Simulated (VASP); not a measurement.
Wanted: the native input for a VASP 6.6.1 run.

```yaml
Task: relaxation of cell and atoms
Functional: r2SCAN
Potentials_or_basis: VASP PAW PBE potentials, release 64 (V_sv)
Cutoff: 600 eV
k_mesh: 6 × 6 × 6
Occupations: gaussian, width 0.1 eV
Spin: collinear spin, ferromagnetic start
Starting_moments: "[0.49, 0.49] μB"
Dipole_correction: no
Further_INCAR_settings: ALGO = Normal; EDIFF = 1e-06; IBRION = 2; EDIFFG = -0.04; NSW = 90; ISIF = 3
```

The system is V.

```
CELL_PARAMETERS angstrom
1.65270 0.95419 3.06473
-1.65270 0.95419 3.06473
0.00000 -1.90837 3.06473
ATOMIC_POSITIONS crystal
V 0.22754 0.22754 0.22754
V 0.77246 0.77246 0.77246
```

One way to write it, as run:

POSCAR

```
V
1.0
    1.6526984278      0.9541858822      3.0647310873
   -1.6526984278      0.9541858822      3.0647310873
    0.0000000000     -1.9083717644      3.0647310873
V
2
Direct
    0.2275400000      0.2275400000      0.2275400000
    0.7724600000      0.7724600000      0.7724600000
```

INCAR.step1

```
SYSTEM = V
PREC = Accurate
ENCUT = 600
ISMEAR = 0
SIGMA = 0.1
LREAL = .FALSE.
LASPH = .TRUE.
NELM = 150
ISPIN = 2
MAGMOM = 0.49 0.49
LMAXMIX = 4
GGA = PE
ALGO = Normal
EDIFF = 1E-4
LWAVE = .TRUE.
LCHARG = .FALSE.
```

INCAR.step2

```
SYSTEM = V
PREC = Accurate
ENCUT = 600
EDIFF = 1E-6
ISMEAR = 0
SIGMA = 0.1
LREAL = .FALSE.
LASPH = .TRUE.
NELM = 150
ALGO = Normal
ISIF = 3
LWAVE = .FALSE.
LCHARG = .FALSE.
ISPIN = 2
MAGMOM = 0.49 0.49
LORBIT = 11
LMAXMIX = 4
METAGGA = R2SCAN
LMIXTAU = .TRUE.
IBRION = 2
NSW = 90
EDIFFG = -0.04
ISTART = 1
```

KPOINTS

```
Automatic mesh
0
G
  6 6 6
  0 0 0
```

Potentials or basis: VASP PAW PBE potentials, release 64 (V_sv).

Command:

```console
$ cat potpaw_PBE.64/V_sv/POTCAR > POTCAR
$ cp INCAR.step1 INCAR
$ mpirun -np 1 vasp_std > vasp.out
$ cp INCAR.step2 INCAR
$ mpirun -np 1 vasp_std > vasp.out
```

It gave:

The relaxed volume is 13.62 Å³/atom. The relaxed cell is a = 4.241 Å, b = 4.241 Å, c = 4.241 Å, α = 39.06°, β = 39.06°, γ = 39.06°, the space group after relaxing (to 0.1 Å) is R-3m (No. 166) and the energy gained by relaxing is 1055.8 meV/atom. The ionic steps are 17, the pressure after relaxing is 0.0 GPa and the largest force after relaxing is 0.023 eV/Å. The band gap on the k mesh is zero (filled and empty bands overlap), the net moment is 0.00 μB per cell and the valence electrons inside the program's atomic spheres are V 11.65.

Caveat: the k points lie up to 0.44 Å⁻¹ apart in the final cell, too coarse for converged energies and pressures of a metal; a cell axis changed by over 15 % at a fixed basis, so the end point is rough; the PAW data sets were made with another functional, which shifts forces and pressure a little.

It took 45 min on 1 thread of Oxide Virtual Turin-like Processor (shared host), peak memory 0.19 GiB.
